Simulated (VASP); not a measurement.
Write the native input for VASP 6.6.1 that does the following.

```
Task                   : single point
Functional             : r2SCAN
Potentials or basis    : VASP PAW PBE potentials, release 64 (Zn, Cu)
Cutoff                 : 660 eV
k mesh                 : 9 × 9 × 9
Occupations            : fermi-dirac, width 0.05 eV
Spin                   : no spin polarisation
Dipole correction      : no
Further INCAR settings : ALGO = Normal; EDIFF = 1e-06; NBANDS = 18
```

Crystal: ZnCu.

```
CELL_PARAMETERS angstrom
2.90520 0.00000 0.00000
0.00000 2.90520 0.00000
0.00000 0.00000 2.90520
ATOMIC_POSITIONS crystal
Zn 0.50000 0.50000 0.50000
Cu 0.00000 0.00000 0.00000
```

These files were run (other wordings do the same):

POSCAR

```
ZnCu
1.0
    2.9051978236      0.0000000000      0.0000000000
    0.0000000000      2.9051978236      0.0000000000
    0.0000000000      0.0000000000      2.9051978236
Zn Cu
1 1
Direct
    0.5000000000      0.5000000000      0.5000000000
    0.0000000000      0.0000000000      0.0000000000
```

INCAR.step1

```
SYSTEM = ZnCu
PREC = Accurate
ENCUT = 660
ISMEAR = -1
SIGMA = 0.05
LREAL = .False.
LASPH = .True.
NELM = 120
NBANDS = 18
GGA = PE
ALGO = Normal
EDIFF = 1E-5
LWAVE = .True.
LCHARG = .False.
GGA_COMPAT = .False.
```

INCAR.step2

```
SYSTEM = ZnCu
PREC = Accurate
ENCUT = 660
EDIFF = 1E-6
ISMEAR = -1
SIGMA = 0.05
LREAL = .False.
LASPH = .True.
NELM = 120
ALGO = Normal
ISIF = 2
LWAVE = .False.
LCHARG = .False.
METAGGA = R2SCAN
LMIXTAU = .True.
NBANDS = 18
ISTART = 1
GGA_COMPAT = .False.
```

KPOINTS

```
regular mesh
0
Gamma
  9 9 9
  0 0 0
```

Potentials or basis: VASP PAW PBE potentials, release 64 (Zn, Cu).

Command:

```bash
$ cat potpaw_PBE.64/Zn/POTCAR potpaw_PBE.64/Cu/POTCAR > POTCAR
$ cp INCAR.step1 INCAR
$ mpirun -np 1 vasp_std > vasp.out
$ cp INCAR.step2 INCAR
$ mpirun -np 1 vasp_std > vasp.out
```

Results of the run:

```yaml
Pressure: 2.6 GPa
```

Caveat: the PAW data sets were made with another functional, which shifts forces and pressure a little.

It took 21 s on 1 thread of Intel(R) Xeon(R) 6975P-C (Granite Rapids), on a shared host, peak memory 0.15 GiB.
